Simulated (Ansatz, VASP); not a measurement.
# Ag3IO: VASP beside Ansatz

```
CELL_PARAMETERS angstrom
3.29674 1.90338 5.37045
-3.29674 1.90338 5.37045
0.00000 -3.80675 5.37045
ATOMIC_POSITIONS crystal
Ag 0.75061 0.25000 0.74939
Ag 0.74939 0.75061 0.25000
Ag 0.25000 0.74939 0.75061
Ag 0.24939 0.75000 0.25061
Ag 0.25061 0.24939 0.75000
Ag 0.75000 0.25061 0.24939
I 0.75000 0.75000 0.75000
I 0.25000 0.25000 0.25000
O 0.50000 0.50000 0.50000
O 0.00000 0.00000 0.00000
```

Alike in both runs: functional PBE; k mesh 6 × 6 × 6; occupations gaussian, width 0.1 eV; no spin polarisation.

Ansatz relaxed the structure, and its values are those at the end. VASP's run is a single point on that final structure, the one shown.

|  | VASP | Ansatz |
| --- | --- | --- |
| version | VASP 6.6.1 | Ansatz 0.2.0 |
| potentials or method | VASP PAW PBE potentials, release 64 (Ag, I, O), cutoff 520 eV | scalar-relativistic, plane waves, PAW |
| valence electrons in the cell | 92 | 160 |

|  | VASP | Ansatz | Ansatz less VASP |
| --- | --- | --- | --- |
| gap on the k mesh at the Fermi level (eV) | none | none | - |
| pressure (GPa) | -0.1 | 0.0 | +0.11 |

A gap of «none» marks a metal or a gap that the smearing closes. VASP's potentials hold 92 valence electrons a cell and Ansatz's 160, so a difference there can come from the potentials and not from the codes.

Neither program's run includes spin-orbit coupling.
